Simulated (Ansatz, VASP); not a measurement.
One calculation of ZnAu, two programs

The input INCAR:

```
PREC = Accurate
ENCUT = 520
EDIFF = 1E-7
ISMEAR = 0
SIGMA = 0.1
LREAL = F
LASPH = T
NELM = 60
ALGO = Normal
ISIF = 2
LWAVE = F
LCHARG = F
GGA = PS
NBANDS = 18
```

KPOINTS

```
regular mesh
0
Gamma
  14 14 14
```

Contents of POSCAR:

```
ZnAu
1.0
    3.2291669128      0.0000000000      0.0000000000
    0.0000000000      3.2291669128      0.0000000000
    0.0000000000      0.0000000000      3.2291669128
Zn Au
1 1
Direct
    0.5000000000      0.5000000000      0.5000000000
    0.0000000000      0.0000000000      0.0000000000
```

Input for Ansatz:

```yaml
crystal:
  lattice:
    - [3.2291669177, 0.0, 0.0]
    - [0.0, 3.2291669177, 0.0]
    - [0.0, 0.0, 3.2291669177]
  atoms:
    - { symbol: Zn, position: [0.5, 0.5, 0.5] }
    - { symbol: Au, position: [0.0, 0.0, 0.0] }
basis:
  ecutwfc: 420
kpoints:
  mp_grid: { grid: [14, 14, 14] }
hamiltonian:
  xc: pbesol
scf:
  occupations: { method: gaussian, width: 0.1 }
output:
  forces: true
  stress: true
  eigenvalues: true
```

Alike in both runs: task single point; functional PBEsol; k mesh 14 × 14 × 14; occupations gaussian, width 0.1 eV; no spin polarisation.

```csv
,VASP,Ansatz
version,VASP 6.6.1,Ansatz 0.2.0
potentials or method,"VASP PAW PBE potentials, release 64 (Zn, Au), cutoff 520 eV","scalar-relativistic, plane waves, PAW"
valence electrons in the cell,23,31
```

```tsv
	VASP	Ansatz	Ansatz less VASP
gap on the k mesh at the Fermi level (eV)	none	none	-
pressure (GPa)	-10.3	-10.4	-0.11
```

VASP's potentials were made for PBE, not for PBEsol. A gap of «none» marks a metal or a gap that the smearing closes. VASP's potentials hold 23 valence electrons a cell and Ansatz's 31, so a difference there can come from the potentials and not from the codes.

Neither program's run includes spin-orbit coupling.
